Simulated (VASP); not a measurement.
Set up this calculation in VASP 6.6.1, as the native input.

```yaml
Task: single point
Functional: PBEsol
Potentials_or_basis: VASP PAW PBE potentials, release 64 (Sn_d, O)
Cutoff: 520 eV
k_mesh: 12 × 12 × 12
Occupations: gaussian, width 0.05 eV
Spin: no spin polarisation
Dipole_correction: no
Further_INCAR_settings: ALGO = Normal; EDIFF = 1e-06; NBANDS = 20
```

The structure of SnO2 lies in POSCAR:

```
SnO2
1.0
    1.5519000000      0.8959898828      4.1751333333
   -1.5519000000      0.8959898828      4.1751333333
    0.0000000000     -1.7919797655      4.1751333333
Sn O
1 2
Direct
    0.5000000000      0.5000000000      0.5000000000
    0.2414378084      0.2414378084      0.2414378084
    0.7585621916      0.7585621916      0.7585621916
```

These files were run (other wordings do the same):

INCAR

```
PREC = Accurate ; ENCUT = 520
EDIFF = 1E-6 ; ISMEAR = 0
SIGMA = 0.05 ; LREAL = False
LASPH = True ; NELM = 80
ALGO = Normal ; ISIF = 2
LWAVE = False ; LCHARG = False
GGA = PS ; NBANDS = 20
```

KPOINTS

```
regular mesh
0
Gamma
  12 12 12
```

Potentials or basis: VASP PAW PBE potentials, release 64 (Sn_d, O).

Run with:

```sh
$ cat potpaw_PBE.64/Sn_d/POTCAR potpaw_PBE.64/O/POTCAR > POTCAR
$ mpirun -np 1 vasp_std > vasp.out
```

It gave:

```json
{"Pressure": "26.5 GPa", "Largest force": "1.692 eV/Å", "Band gap on the k mesh": "2.58 eV, indirect (least direct gap 2.73 eV)"}
```

Caveat: the PAW data sets were made with another functional, which shifts forces and pressure a little; spin-orbit coupling is left out, which moves the levels of the heavy elements.

Run time: 110 s on 1 thread of AMD EPYC 9R45 96-Core Processor (Zen 5), with other jobs on the host, peak memory 0.25 GiB.
